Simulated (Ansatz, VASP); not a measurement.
## MnS in VASP and in Ansatz

File INCAR:

```
PREC = Accurate ; ENCUT = 520
EDIFF = 1E-7 ; ISMEAR = 1
SIGMA = 0.1 ; LREAL = F
LASPH = T ; NELM = 150
ALGO = Normal ; ISIF = 2
LWAVE = F ; LCHARG = F
ISPIN = 2 ; MAGMOM = 2.8 0
LORBIT = 11 ; LMAXMIX = 4
LDAU = T ; LDAUTYPE = 1
LDAUL = 2 -1 ; LDAUU = 4.9 0
LDAUJ = 0.9 0 ; LDAUPRINT = 1
GGA = CA ; NBANDS = 20
```

File KPOINTS:

```
Automatic mesh
0
Gamma
  7 7 7
```

Contents of POSCAR:

```
MnS
1.0
    0.0000000000      2.8727595904      2.8727595904
    2.8727595904      0.0000000000      2.8727595904
    2.8727595904      2.8727595904      0.0000000000
Mn S
1 1
Direct
    0.0000000000      0.0000000000      0.0000000000
    0.2500000000      0.2500000000      0.2500000000
```

Input for Ansatz:

```yaml
crystal:
  lattice:
    - [0.0, 2.872759590416851, 2.872759590416851]
    - [2.872759590416851, 0.0, 2.872759590416851]
    - [2.872759590416851, 2.872759590416851, 0.0]
  atoms:
    - { symbol: Mn, position: [0.0, 0.0, 0.0], spin: 2.8 }
    - { symbol: S, position: [0.25, 0.25, 0.25] }
basis:
  ecutwfc: 500.0
kpoints:
  mp_grid:
    grid: [7, 7, 7]
hamiltonian:
  xc: lda
  pseudopotentials:
    kind: paw
  hubbard:
    - { species: Mn, l: d, u: 4.9, j: 0.9 }
magnetization:
  spin_polarized: true
scf:
  occupations:
    method: cold
    width: 0.1
```

Alike in both runs: task single point; functional LDA; k mesh 7 × 7 × 7; collinear spin; Hubbard terms Mn d U = 4.9 eV, J = 0.9 eV.

```csv
,VASP,Ansatz
version,VASP 6.6.1,Ansatz 0.2.0
potentials or method,"VASP PAW LDA potentials, release 64 (Mn_pv, S), cutoff 520 eV","plane waves, PAW"
occupations,"methfessel-paxton of order 1, width 0.1 eV","cold, width 0.1 eV"
valence electrons in the cell,19,21
```

```tsv
	VASP	Ansatz	Ansatz less VASP
net moment per atom (μB)	2.50	2.50	0.000
size of the moment on the site where the two differ most (μB)	4.56	4.39	-0.163
```

LDA's correlation is that of Perdew and Zunger in VASP and of Perdew and Wang (1992) in Ansatz. Site moments also hang on the region over which each program counts them. The programs project onto different local orbitals, so the same U acts differently, and such runs can settle in different states. VASP's potentials hold 19 valence electrons a cell and Ansatz's 21, so a difference there can come from the potentials and not from the codes. Ansatz's warnings: stability check not made.
